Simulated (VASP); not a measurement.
# BeSe (F-43m) in VASP: notebook, part 2 of 2

VASP 6.6.1.

## (4) Single point, PBE-based screened hybrid

POSCAR reads:

```
BeSe
1.0
    0.0000000000      2.5810355899      2.5810355899
    2.5810355899      0.0000000000      2.5810355899
    2.5810355899      2.5810355899      0.0000000000
Be Se
1 1
Direct
    0.0000000000      0.0000000000      0.0000000000
    0.2500000000      0.2500000000      0.2500000000
```

INCAR.step1 reads:

```
SYSTEM = BeSe
PREC     = Accurate       ! precision mode
ENCUT    = 520            ! plane-wave cutoff, eV
EDIFF    = 1E-5           ! SCF threshold, eV
ISMEAR   = 0              ! smearing method
SIGMA    = 0.01           ! smearing width, eV
LREAL    = .False.        ! projectors in reciprocal space
LASPH    = .True.         ! aspherical terms in the spheres
NELM     = 120            ! most SCF steps
ALGO     = Normal         ! electronic algorithm
ISIF     = 2              ! what is computed and relaxed
LWAVE    = .True.         ! write WAVECAR
LCHARG   = .False.        ! write CHGCAR
GGA      = PE             ! functional
NBANDS   = 11             ! bands
GGA_COMPAT= .False.
```

INCAR.step2 reads:

```
SYSTEM = BeSe
PREC     = Accurate       ! precision mode
ENCUT    = 520            ! plane-wave cutoff, eV
EDIFF    = 1E-6           ! SCF threshold, eV
ISMEAR   = 0              ! smearing method
SIGMA    = 0.01           ! smearing width, eV
LREAL    = .False.        ! projectors in reciprocal space
LASPH    = .True.         ! aspherical terms in the spheres
NELM     = 120            ! most SCF steps
ALGO     = Normal         ! electronic algorithm
ISIF     = 2              ! what is computed and relaxed
LWAVE    = .False.        ! write WAVECAR
LCHARG   = .False.        ! write CHGCAR
GGA      = PE             ! functional
LHFCALC  = .True.         ! exact exchange
AEXX     = 1.0            ! exact-exchange fraction
HFSCREEN = 0.5            ! screening, 1/A
PRECFOCK = Normal       
ISTART   = 1            
NBANDS   = 11             ! bands
ALDAC    = 1.0          
AGGAC    = 1.0          
GGA_COMPAT= .False.
```

KPOINTS reads:

```
regular mesh
0
Gamma
  4 4 4
  0 0 0
```

Potentials or basis: VASP PAW PBE potentials, release 64 (Be, Se).

Started as:

```sh
> cat potpaw_PBE.64/Be/POTCAR potpaw_PBE.64/Se/POTCAR > POTCAR
> cp INCAR.step1 INCAR
> mpirun -np 1 vasp_std > vasp.out
> cp INCAR.step2 INCAR
> mpirun -np 1 vasp_std > vasp.out
```

OUTCAR:

```text
SYSTEM = BeSe
   PREC = Accurate
   ENCUT = 520
   EDIFF = 1E-6
   ISMEAR = 0
   LREAL = .False.
   LASPH = .True.
   NELM = 120
   ISIF = 2
   GGA = PE
   LHFCALC = .True.
   AEXX = 1.0
   HFSCREEN = 0.5
   PRECFOCK = Normal
   ISTART = 1

 ion  position               nearest neighbor table
   1  0.000  0.000  0.000-   2 2.24   2 2.24   2 2.24   2 2.24
   2  0.250  0.250  0.250-   1 2.24   1 2.24   1 2.24   1 2.24

  LATTYP: Found a face centered cubic cell.
 ALAT       =     5.1620711798

  Lattice vectors:

 A1 = (   0.0000000000,   2.5810355899,   2.5810355899)
 A2 = (   2.5810355899,   0.0000000000,   2.5810355899)
 A3 = (   2.5810355899,   2.5810355899,   0.0000000000)

Analysis of symmetry for initial positions (statically):
=====================================================================
 Subroutine PRICEL returns:
 Original cell was already a primitive cell.

 Routine SETGRP: Setting up the symmetry group for a
 face centered cubic supercell.

 Subroutine GETGRP returns: Found 24 space group operations
 (whereof 24 operations were pure point group operations)
 out of a pool of 48 trial point group operations.

The static configuration has the point symmetry T_d .

Analysis of symmetry for dynamics (positions and initial velocities):
=====================================================================
 Subroutine PRICEL returns:
 Original cell was already a primitive cell.

 Routine SETGRP: Setting up the symmetry group for a
 face centered cubic supercell.

 Subroutine GETGRP returns: Found 24 space group operations
 (whereof 24 operations were pure point group operations)
 out of a pool of 48 trial point group operations.

The dynamic configuration has the point symmetry T_d .

 Subroutine INISYM returns: Found 24 space group operations
 (whereof 24 operations are pure point group operations),
 and found     1 'primitive' translations

----------------------------------------------------------------------------------------
[... 111 lines left out ...]
   ENCUTFOCK=  -1.0 apply spherical cutoff to Coloumb kernel
   IVDW    =     0    specifies the selected vdW correction
   LEPSILON=     F    determine dielectric tensor
   LRPA    =     F    only Hartree local field effects (RPA)
 non-spin polarized calculation
 Gauss-broadening in eV      SIGMA  =   0.01
  energy-cutoff  :      520.00
  volume of cell :       34.39
 maximum number of plane-waves:       941
  NGX = 24; NGY = 24; NGZ = 24

 number of electron       7.9999999 magnetization

 Free energy of the ion-electron system (eV)
  ---------------------------------------------------
  ext. energy  EPLUGINS =         0.00000000
  ---------------------------------------------------
  free energy    TOTEN  =       -11.80975112 eV

  energy without entropy =      -11.80975112  energy(sigma->0) =      -11.80975112

 E-fermi :   1.9492     XC(G=0):  -4.7364

 val. band max:        1.9018032299   @ k =   0.0000   0.0000   0.0000
 cond. band min:       6.2987899764   @ k =   0.5000   0.5000   0.0000
 fundamental gap:      4.3969867464
 Fermi energy:         1.9492081566

 k-point     1 :       0.0000    0.0000    0.0000
  band No.  band energies     occupation
      1     -15.4352      2.00000
      2       1.9018      2.00000
      3       1.9018      2.00000
      4       1.9018      2.00000
      5       8.6762      0.00000
      6       9.1774      0.00000
      7       9.1774      0.00000
      8       9.1774      0.00000
      9      16.6627      0.00000
     10      17.0193      0.00000
     11      17.0193      0.00000
[... 85 lines left out ...]
 k-point     8 :      -0.2500    0.5000    0.2500
  band No.  band energies     occupation
      1     -13.0346      2.00000
      2      -3.3784      2.00000
      3      -2.3965      2.00000
      4      -1.7325      2.00000
      5       9.9510      0.00000
      6      11.5143      0.00000
      7      11.7610      0.00000
      8      12.4687      0.00000
      9      18.6264      0.00000
     10      18.8420      0.00000
     11      21.3572      0.00000

------------------------ aborting loop because EDIFF is reached ----------------------------------------

  FORCE on cell =-STRESS in cart. coord.  units (eV):
  Direction    XX          YY          ZZ          XY          YZ          ZX
  --------------------------------------------------------------------------------------
  -------------------------------------------------------------------------------------
  Total       -0.6850755     -0.6850755     -0.6850755     -0.0000000      0.0000000      0.0000000
  in kB      -31.9180999    -31.9180999    -31.9180999     -0.0000000      0.0000000      0.0000000
  external PRESSURE =     -31.9180999 kB  Pullay stress =       0.0000000 kB

 VOLUME and BASIS-vectors are now :
 -----------------------------------------------------------------------------
  energy-cutoff  :      520.00
  volume of cell :       34.39
      direct lattice vectors                 reciprocal lattice vectors
     0.000000000  2.581035590  2.581035590    -0.193720692  0.193720692  0.193720692
     2.581035590  0.000000000  2.581035590     0.193720692 -0.193720692  0.193720692
     2.581035590  2.581035590  0.000000000     0.193720692  0.193720692 -0.193720692

 POSITION                                       TOTAL-FORCE (eV/Angst)
 -----------------------------------------------------------------------------------
      0.00000      0.00000      0.00000         0.000000      0.000000      0.000000
      1.29052      1.29052      1.29052        -0.000000     -0.000000     -0.000000
 -----------------------------------------------------------------------------------
    total drift:                                0.000004     -0.000001      0.000001

  FREE ENERGIE OF THE ION-ELECTRON SYSTEM (eV)
  ---------------------------------------------------
  free  energy   TOTEN  =       -11.8097511151 eV

  energy  without entropy=      -11.8097511151  energy(sigma->0) =      -11.80975112
```

OUTCAR.step1:

```text
SYSTEM = BeSe
   PREC = Accurate
   ENCUT = 520
   EDIFF = 1E-5
   ISMEAR = 0
   LREAL = .False.
   LASPH = .True.
[... 314 lines left out ...]
      0.00000      0.00000      0.00000        -0.000000     -0.000000     -0.000000
      1.29052      1.29052      1.29052         0.000000      0.000000      0.000000
 -----------------------------------------------------------------------------------
    total drift:                                0.000000      0.000000      0.000000

  FREE ENERGIE OF THE ION-ELECTRON SYSTEM (eV)
  ---------------------------------------------------
  free  energy   TOTEN  =        -8.7952530930 eV

  energy  without entropy=       -8.7952530930  energy(sigma->0) =       -8.79525309
```

Wall time 2.6 min (1 thread of Intel Xeon Platinum 8375C at 2.90GHz (Ice Lake), shared host); peak memory 0.27 GiB.

What came out:

```
Free energy            : -11.8098 eV
Pressure               : -3.2 GPa
Band gap on the k mesh : 4.40 eV, indirect (least direct gap 6.77 eV)
```

Levels at points of the mesh, in eV from the valence-band top:
```tsv
k point	band 2	band 3	band 4	band 5	band 6	band 7
(0.00, 0.00, 0.00)	0.00	0.00	0.00	6.77	7.28	7.28
(0.50, 0.00, 0.00)	-6.66	-1.21	-1.21	6.44	8.22	8.22
(0.50, 0.50, 0.00)	-6.03	-3.02	-3.02	4.40	6.00	15.23
```

Caveat: the k points lie up to 0.53 Å⁻¹ apart; the PAW data sets were made with another functional, which shifts forces and pressure a little.

## (5) Overview

| level | share of exact exchange | screening parameter | gap on the mesh (eV) | pressure (GPa) |
| --- | --- | --- | --- | --- |
| HF | - | - | 9.72 | 3.3 |
| PBE-based global hybrid | 0.35 | - | 4.91 | -1.1 |
| PBE-based screened hybrid | 1 | 0.5 1/Å | 4.40 | -3.2 |

Alike in all rows: task single point; potentials or basis VASP PAW PBE potentials, release 64 (Be, Se); no spin polarisation; cell as given; k mesh 4 × 4 × 4; cutoff (eV) 520; smearing gaussian 0.01 eV.

Caveats: all runs use coarse meshes; the PAW data sets were made with another functional, which shifts forces and pressure a little.

Total energies depend on the potentials used, so only differences within one code and one set of settings carry meaning.
